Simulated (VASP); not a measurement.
# Pt2Se (I4/mmm) in VASP: a series of runs

The runs below take Pt2Se through single point, with PBE.

Everything below comes from runs of VASP 6.6.1. Logs are shortened: lines on timing, memory, paths and dates and some standing lists are left out, and cuts for length are marked.

### Step 1. The cell of the first run

Symmetry: I4/mmm, No. 139, tetragonal system. The conventional cell has a = 3.543 Å, b = 3.543 Å, c = 8.691 Å, α = 90.00°, β = 90.00°, γ = 90.00°. Pt (site symmetry 4mm) has 9 Pt at 2.87 to 3.54 Å and 5 Se at 2.89 to 2.91 Å within 3.8 Å. Within 3.8 Å of Se (site symmetry 4/mmm) lie 10 Pt at 2.89 to 2.91 Å and 4 Se at 3.54 Å.

### Step 2. Single point, PBE

File INCAR:

```
SYSTEM = Pt2Se
  PREC = Accurate
  ENCUT = 520
  EDIFF = 1E-6
  ISMEAR = 0
  SIGMA = 0.1
  LREAL = .False.
  LASPH = .True.
  NELM = 80
  ALGO = Normal
  ISIF = 2
  LWAVE = .False.
  LCHARG = .False.
  GGA = PE
  NBANDS = 20
```

File KPOINTS:

```
Automatic mesh
0
Gamma
  8 8 8
  0 0 0
```

File POSCAR:

```
Pt2Se
1.0
   -1.7713581773      1.7713581773      4.3453630287
    1.7713581773     -1.7713581773      4.3453630287
    1.7713581773      1.7713581773     -4.3453630287
Pt Se
2 1
Direct
    0.6650000000      0.6650000000      0.0000000000
    0.3350000000      0.3350000000      0.0000000000
    0.0000000000      0.0000000000      0.0000000000
```

Potentials or basis: VASP PAW PBE potentials, release 64 (Pt, Se).

Started as:

```bash
$ cat potpaw_PBE.64/Pt/POTCAR potpaw_PBE.64/Se/POTCAR > POTCAR
$ mpirun -np 1 vasp_std > vasp.out
```

OUTCAR:

```text
SYSTEM = Pt2Se
   PREC = Accurate
   ENCUT = 520
   EDIFF = 1E-6
   ISMEAR = 0
   LREAL = .False.
   LASPH = .True.
   NELM = 80
   ISIF = 2
   GGA = PE

 ion  position               nearest neighbor table
   1  0.665  0.665  0.000-   2 2.87   3 2.89   3 2.89   3 2.89   3 2.89   2 2.91   2 2.91   2 2.91
                             2 2.91   3 2.91
   2  0.335  0.335  0.000-   1 2.87   3 2.89   3 2.89   3 2.89   3 2.89   1 2.91   1 2.91   1 2.91
                             1 2.91   3 2.91
   3  0.000  0.000  0.000-   1 2.89   1 2.89   2 2.89   2 2.89   1 2.89   1 2.89   2 2.89   2 2.89
                             1 2.91   2 2.91

  LATTYP: Found a body centered tetragonal cell.
 ALAT       =     3.5427163546
 C/A-ratio  =     2.4531250000

  Lattice vectors:

 A1 = (  -1.7713581773,   1.7713581773,   4.3453630287)
 A2 = (   1.7713581773,  -1.7713581773,   4.3453630287)
 A3 = (   1.7713581773,   1.7713581773,  -4.3453630287)

Analysis of symmetry for initial positions (statically):
=====================================================================
 Subroutine PRICEL returns:
 Original cell was already a primitive cell.

 Routine SETGRP: Setting up the symmetry group for a
 body centered tetragonal supercell.

 Subroutine GETGRP returns: Found 16 space group operations
 (whereof 16 operations were pure point group operations)
 out of a pool of 16 trial point group operations.

The static configuration has the point symmetry D_4h.

Analysis of symmetry for dynamics (positions and initial velocities):
=====================================================================
 Subroutine PRICEL returns:
 Original cell was already a primitive cell.

 Routine SETGRP: Setting up the symmetry group for a
 body centered tetragonal supercell.

 Subroutine GETGRP returns: Found 16 space group operations
 (whereof 16 operations were pure point group operations)
 out of a pool of 16 trial point group operations.

The dynamic configuration has the point symmetry D_4h.

 Subroutine INISYM returns: Found 16 space group operations
 (whereof 16 operations are pure point group operations),
 and found     1 'primitive' translations

----------------------------------------------------------------------------------------

                                     Primitive cell

  volume of cell :      54.5380

  direct lattice vectors                    reciprocal lattice vectors
    -1.771358177  1.771358177  4.345363029     0.000000000  0.282269282  0.115065185
     1.771358177 -1.771358177  4.345363029     0.282269282  0.000000000  0.115065185
     1.771358177  1.771358177 -4.345363029     0.282269282  0.282269282  0.000000000

  length of vectors
[... 83 lines left out ...]
   NELM   =     80;   NELMIN=  2; NELMDL= -5     # of ELM steps
   EDIFF  = 0.1E-05   stopping-criterion for ELM
   LREAL  =      F    real-space projection
   EDIFFG = 0.1E-04   stopping-criterion for IOM
   NSW    =      0    number of steps for IOM
   IBRION =     -1    ionic relax: 0-MD 1-quasi-New 2-CG
   NFREE  =      0    steps in history (QN), initial steepest desc. (CG)
   ISIF   =      2    stress and relaxation
   ISYM   =      2    0-nonsym 1-usesym 2-fastsym
   POTIM  = 0.5000    time-step for ionic-motion
   TEBEG  =    0.0;   TEEND  =   0.0 temperature during run
   PSTRESS=    0.0 pullay stress
   NELECT =      26.0000    total number of electrons
   NUPDOWN=      -1.0000    fix difference up-down
   EMIN   =  10.00;   EMAX   =-10.00  energy-range for DOS
   EFERMI =   0.00;   METHOD = LEGACY
   ISMEAR =     0;   SIGMA  =   0.10  broadening in eV -4-tet -1-fermi 0-gaus
   EFERMI_NEDOS =   21; number of points for ismear=-14 and -15
   IALGO  =     38    algorithm
   IMIX   =      4    mixing-type and parameters
     AMIX     =   0.40;   BMIX     =  1.00
     AMIX_MAG =   1.60;   BMIX_MAG =  1.00
  volume/ion in A,a.u.               =      18.18       122.68
  Fermi-wavevector in a.u.,A,eV,Ry     =   1.278889  2.416751 22.253121  1.635558
  Thomas-Fermi vector in A             =   2.411406
   LORBIT       =      0    0 simple, 1 ext, 2 COOP (PROOUT), +10 PAW based schemes
   GGA     = PE    functional components
   LHFCALC =     F    Hartree Fock is set to
   AEXX    =    0.0000 exact exchange contribution
   IVDW    =     0    specifies the selected vdW correction
   LEPSILON=     F    determine dielectric tensor
   LRPA    =     F    only Hartree local field effects (RPA)
 non-spin polarized calculation
 Gauss-broadening in eV      SIGMA  =   0.10
  energy-cutoff  :      520.00
  volume of cell :       54.54
 maximum number of plane-waves:      1493
 NGX is ok and might be reduce to    40
   NGX = 19   NGY = 19   NGZ = 19

 number of electron      26.0000000 magnetization

 Free energy of the ion-electron system (eV)
  ---------------------------------------------------
  ext. energy  EPLUGINS =         0.00000000
  ---------------------------------------------------
  free energy    TOTEN  =       -14.77836759 eV

  energy without entropy =      -14.76643499  energy(sigma->0) =      -14.77240129

 E-fermi :   7.7180     XC(G=0): -11.9374

 val. band max:        7.7086779408   @ k =  -0.2500  -0.2500   0.2500
 cond. band min:       7.7292547857   @ k =  -0.2500   0.2500   0.1250
 fundamental gap:      0.0205768449
 Fermi energy:         7.7180355272

 k-point     1 :       0.0000    0.0000    0.0000
  band No.  band energies     occupation
      1      -6.8789      2.00000
      2       1.9149      2.00000
      3       3.8651      2.00000
      4       3.9464      2.00000
      5       3.9612      2.00000
      6       3.9612      2.00000
[... 541 lines left out ...]
     19      16.4481      0.00000
     20      18.0168      0.00000

 [... further k-points ...]
[... 5 lines left out ...]
  --------------------------------------------------------------------------------------
  -------------------------------------------------------------------------------------
  Total       -4.3012276     -4.3012276     -3.6503878      0.0000000      0.0000000      0.0000000
  in kB     -126.3584174   -126.3584174   -107.2385065      0.0000000      0.0000000      0.0000000
  external PRESSURE =    -119.9851137 kB  Pullay stress =       0.0000000 kB

 VOLUME and BASIS-vectors are now :
 -----------------------------------------------------------------------------
  energy-cutoff  :      520.00
  volume of cell :       54.54
      direct lattice vectors                 reciprocal lattice vectors
    -1.771358177  1.771358177  4.345363029     0.000000000  0.282269282  0.115065185
     1.771358177 -1.771358177  4.345363029     0.282269282  0.000000000  0.115065185
     1.771358177  1.771358177 -4.345363029     0.282269282  0.282269282  0.000000000

 POSITION                                       TOTAL-FORCE (eV/Angst)
 -----------------------------------------------------------------------------------
      0.00000      0.00000      5.77933         0.000000      0.000000      0.248216
      0.00000      0.00000      2.91139        -0.000000     -0.000000     -0.248216
      0.00000      0.00000      0.00000         0.000000      0.000000      0.000000
 -----------------------------------------------------------------------------------
    total drift:                               -0.000000     -0.000000      0.000000

  FREE ENERGIE OF THE ION-ELECTRON SYSTEM (eV)
  ---------------------------------------------------
  free  energy   TOTEN  =       -14.7783675909 eV

  energy  without entropy=      -14.7664349940  energy(sigma->0) =      -14.77240129
```

stdout:

```text
POSCAR found type information on POSCAR PtSe
 POSCAR found :  2 types and       3 ions
 scaLAPACK will be used
 LDA part: xc-table for (Slater+PW92), standard interpolation
 POSCAR, INCAR and KPOINTS ok, starting setup
 FFT: planning ... GRIDC
 FFT: planning ... GRID_SOFT
 FFT: planning ... GRID
 WAVECAR not read
 entering main loop
```

It took 70 s on 1 thread of Intel Xeon Platinum 8488C (Sapphire Rapids), shared host; peak memory 0.27 GiB.

What came out:

```
Free energy            : -14.7784 eV
Pressure               : -12.0 GPa
Largest force          : 0.248 eV/Å
Band gap on the k mesh : zero (bands 13 and 14 overlap by 1.96 eV)
```

Forces in eV/Å, atoms in the order of the input:
```
Pt   0.000  0.000  0.248
Pt   0.000  0.000 -0.248
Se   0.000  0.000  0.000
```

Levels at points of the mesh, in eV from the Fermi level:
```tsv
k point	band 11	band 12	band 13	band 14	band 15	band 16
(0.00, 0.00, 0.00)	-2.04	-0.54	1.12	1.27	1.27	4.04
(0.50, 0.00, 0.00)	-1.08	-1.00	-0.91	0.87	1.27	4.50
(0.50, 0.50, 0.00)	-1.01	-0.91	0.64	1.30	1.55	2.25
(0.50, 0.50, 0.50)	-1.00	-1.00	-0.79	-0.68	1.38	3.13
```

Caveat: the cell stands under tension; spin-orbit coupling is left out, which moves the levels of the heavy elements.

### Step 3. Single point, PBE

This run uses another cell than the first one, of 16.52 Å³/atom.

File INCAR:

```
SYSTEM = Pt2Se
PREC = Accurate
ENCUT = 520
EDIFF = 1E-6
ISMEAR = 0
SIGMA = 0.1
LREAL = .False.
LASPH = .True.
NELM = 60
ALGO = Normal
ISIF = 2
LWAVE = .False.
LCHARG = .True.
GGA = PE
LELF = .True.
LVHAR = .True.
NBANDS = 20
```

File KPOINTS:

```
Automatic mesh
0
Gamma
  20 20 20
  0 0 0
```

File POSCAR:

```
Pt2Se
1.0
   -1.5679413782      1.5679413782      5.0404632658
    1.5679413782     -1.5679413782      5.0404632658
    1.5679413782      1.5679413782     -5.0404632658
Pt Se
2 1
Direct
    0.6597660362      0.6597660362      0.0000000000
    0.3402339638      0.3402339638      0.0000000000
    0.0000000000      0.0000000000      0.0000000000
```

Potentials or basis: VASP PAW PBE potentials, release 64 (Pt, Se).

Started as:

```bash
$ cat potpaw_PBE.64/Pt/POTCAR potpaw_PBE.64/Se/POTCAR > POTCAR
$ mpirun -np 1 vasp_std > vasp.out
```

OUTCAR:

```text
SYSTEM = Pt2Se
   PREC = Accurate
   ENCUT = 520
   EDIFF = 1E-6
   ISMEAR = 0
   LREAL = .False.
   LASPH = .True.
   NELM = 60
   ISIF = 2
   GGA = PE

 ion  position               nearest neighbor table
   1  0.660  0.660  0.000-   3 2.74   3 2.74   3 2.74   3 2.74   2 2.87   2 2.87   2 2.87   2 2.87
                             2 3.22
   2  0.340  0.340  0.000-   3 2.74   3 2.74   3 2.74   3 2.74   1 2.87   1 2.87   1 2.87   1 2.87
                             1 3.22
   3  0.000  0.000  0.000-   2 2.74   1 2.74   1 2.74   1 2.74   1 2.74   2 2.74   2 2.74   2 2.74

  LATTYP: Found a body centered tetragonal cell.
 ALAT       =     3.1358827564
 C/A-ratio  =     3.2147013504

  Lattice vectors:

 A1 = (  -1.5679413782,   1.5679413782,   5.0404632658)
 A2 = (   1.5679413782,  -1.5679413782,   5.0404632658)
 A3 = (   1.5679413782,   1.5679413782,  -5.0404632658)

Analysis of symmetry for initial positions (statically):
=====================================================================
 Subroutine PRICEL returns:
 Original cell was already a primitive cell.

 Routine SETGRP: Setting up the symmetry group for a
 body centered tetragonal supercell.
[... 164 lines left out ...]
  ext. energy  EPLUGINS =         0.00000000
  ---------------------------------------------------
  free energy    TOTEN  =       -15.09236518 eV

  energy without entropy =      -15.08318988  energy(sigma->0) =      -15.08777753

 E-fermi :   9.3956     XC(G=0): -12.4722

 val. band max:        9.3950594857   @ k =  -0.3000   0.5000   0.1000
 cond. band min:       9.4013412149   @ k =   0.3500   0.1000   0.1000
 fundamental gap:      0.0062817292
 Fermi energy:         9.3956372942

 k-point     1 :       0.0000    0.0000    0.0000
  band No.  band energies     occupation
      1      -6.5258      2.00000
      2       2.0407      2.00000
      3       3.8761      2.00000
      4       4.5969      2.00000
      5       5.9084      2.00000
      6       5.9084      2.00000
[... 541 lines left out ...]
     19      19.1811      0.00000
     20      21.3128      0.00000

 [... further k-points ...]
[... 5 lines left out ...]
  --------------------------------------------------------------------------------------
  -------------------------------------------------------------------------------------
  Total       -0.0418504     -0.0418504     -0.0522905      0.0000000      0.0000000      0.0000000
  in kB       -1.3527581     -1.3527581     -1.6902196      0.0000000      0.0000000      0.0000000
  external PRESSURE =      -1.4652453 kB  Pullay stress =       0.0000000 kB

 VOLUME and BASIS-vectors are now :
 -----------------------------------------------------------------------------
  energy-cutoff  :      520.00
  volume of cell :       49.57
      direct lattice vectors                 reciprocal lattice vectors
    -1.567941378  1.567941378  5.040463266     0.000000000  0.318889473  0.099197231
     1.567941378 -1.567941378  5.040463266     0.318889473  0.000000000  0.099197231
     1.567941378  1.567941378 -5.040463266     0.318889473  0.318889473  0.000000000

 POSITION                                       TOTAL-FORCE (eV/Angst)
 -----------------------------------------------------------------------------------
      0.00000      0.00000      6.65105        -0.000000     -0.000000      0.002077
      0.00000      0.00000      3.42987         0.000000      0.000000     -0.002077
      0.00000      0.00000      0.00000         0.000000      0.000000      0.000000
 -----------------------------------------------------------------------------------
    total drift:                               -0.000000     -0.000000      0.000000

  FREE ENERGIE OF THE ION-ELECTRON SYSTEM (eV)
  ---------------------------------------------------
  free  energy   TOTEN  =       -15.0923651765 eV

  energy  without entropy=      -15.0831898840  energy(sigma->0) =      -15.08777753
```

OSZICAR:

```text
N       E                     dE             d eps       ncg     rms          rms(c)
DAV:   1     0.131826237345E+03    0.13183E+03   -0.13109E+04 25640   0.122E+03
DAV:   2    -0.109727056691E+02   -0.14280E+03   -0.13670E+03 29068   0.252E+02
DAV:   3    -0.154886544558E+02   -0.45159E+01   -0.44532E+01 29880   0.411E+01
DAV:   4    -0.155179639054E+02   -0.29309E-01   -0.29283E-01 27720   0.368E+00
DAV:   5    -0.155182302396E+02   -0.26633E-03   -0.26633E-03 29280   0.380E-01    0.146E+01
DAV:   6    -0.151541614460E+02    0.36407E+00   -0.11026E+00 27136   0.756E+00    0.849E+00
DAV:   7    -0.151112590324E+02    0.42902E-01   -0.24249E-01 26876   0.282E+00    0.310E+00
DAV:   8    -0.150939932073E+02    0.17266E-01   -0.10142E-01 26704   0.235E+00    0.828E-01
DAV:   9    -0.150925176726E+02    0.14755E-02   -0.85190E-03 28464   0.588E-01    0.152E-01
DAV:  10    -0.150923619165E+02    0.15576E-03   -0.66852E-04 27932   0.164E-01    0.437E-02
DAV:  11    -0.150923653049E+02   -0.33884E-05   -0.37559E-05 28736   0.371E-02    0.665E-03
DAV:  12    -0.150923651765E+02    0.12844E-06   -0.17258E-06 20368   0.942E-03
   1 F= -.15092365E+02 E0= -.15087778E+02  d E =-.917529E-02
```

Run time: 15 min. Hardware: 1 thread of Intel Xeon Platinum 8488C (Sapphire Rapids), shared host; peak memory 0.73 GiB.

Results:

```
Free energy            : -15.0924 eV
Pressure               : -0.1 GPa
Band gap on the k mesh : zero (bands 13 and 14 overlap by 1.95 eV)
```

Forces in eV/Å, atoms in the order of the input:
```
Pt   0.000  0.000  0.002
Pt   0.000  0.000 -0.002
Se   0.000  0.000  0.000
```

Caveat: spin-orbit coupling is left out, which moves the levels of the heavy elements.
